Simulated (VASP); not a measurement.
A run of VASP 6.6.1:

INCAR

```
SYSTEM = Mg3HO4
  ALGO = Normal
  DIPOL = 0.5 0.5 0.360
  EDIFF = 1E-6
  ENCUT = 520
  GGA = PE
  IDIPOL = 3
  ISIF = 2
  ISMEAR = 0
  ISPIN = 2
  LASPH = .True.
  LCHARG = .False.
  LDIPOL = .True.
  LORBIT = 11
  LREAL = .False.
  LWAVE = .False.
  MAGMOM = 0 0 0 0 0 0 0 1
  NBANDS = 30
  NELM = 150
  PREC = Accurate
  SIGMA = 0.05
```

The input KPOINTS:

```
k-points
0
Gamma
  9 9 1
  0 0 0
```

File POSCAR:

```
Mg3HO4
1.0
    3.0085896295      0.0000000000      0.0000000000
   -1.5042948148      2.6055150487      0.0000000000
    0.0000000000      0.0000000000     22.6402162255
O Mg H
4 3 1
Direct
    0.3333333333      0.6666666667      0.1766767579
    0.0000000000      0.0000000000      0.2851785107
    0.6666666667      0.3333333333      0.3912489117
    0.3333333333      0.6666666667      0.4920543211
    0.6666666667      0.3333333333      0.2309276343
    0.3333333333      0.6666666667      0.3403531139
    0.0000000000      0.0000000000      0.4520540694
    0.5000000000      1.3333333333      0.5109909133
```

Potentials or basis: VASP PAW PBE potentials, release 64 (O, Mg, H).

Command:

```console
$ cat potpaw_PBE.64/O/POTCAR potpaw_PBE.64/Mg/POTCAR potpaw_PBE.64/H/POTCAR > POTCAR
$ mpirun -np 1 vasp_std > vasp.out
```

Hardware: 1 thread of Intel(R) Xeon(R) Platinum 8488C (Sapphire Rapids), with other jobs on the host.

Estimate the wall time of this run.

It took 39 min on 1 thread of Intel(R) Xeon(R) Platinum 8488C (Sapphire Rapids) (shared host), peak memory 0.54 GiB. Counts: scf iterations 125, k points 41.
